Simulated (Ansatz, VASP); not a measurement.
## Two plane-wave programs on W

```
W
1.0
    -1.59187    1.59187    1.59187
     1.59187   -1.59187    1.59187
     1.59187    1.59187   -1.59187
W
1
Cartesian
  0.0000 0.0000 0.0000
```

Alike in both runs: functional PBE; k mesh 24 × 24 × 24; occupations gaussian, width 0.1 eV; no spin polarisation.

Ansatz relaxed the structure, and its values are those at the end. VASP's run is a single point on that final structure, the one shown.

|  | VASP | Ansatz |
| --- | --- | --- |
| version | VASP 6.6.1 | Ansatz 0.2.0 |
| potentials or method | VASP PAW PBE potentials, release 64 (W_sv), cutoff 520 eV | scalar-relativistic, plane waves, PAW |
| valence electrons in the cell | 14 | 14 |

Ansatz gave:

- gap on the k mesh at the Fermi level (eV): none
- pressure (GPa): 0.0

Task: Estimate VASP's values.

Result: gap on the k mesh at the Fermi level (eV): none; pressure (GPa): 0.5.

A gap of «none» marks a metal or a gap that the smearing closes.

Neither program's run includes spin-orbit coupling.
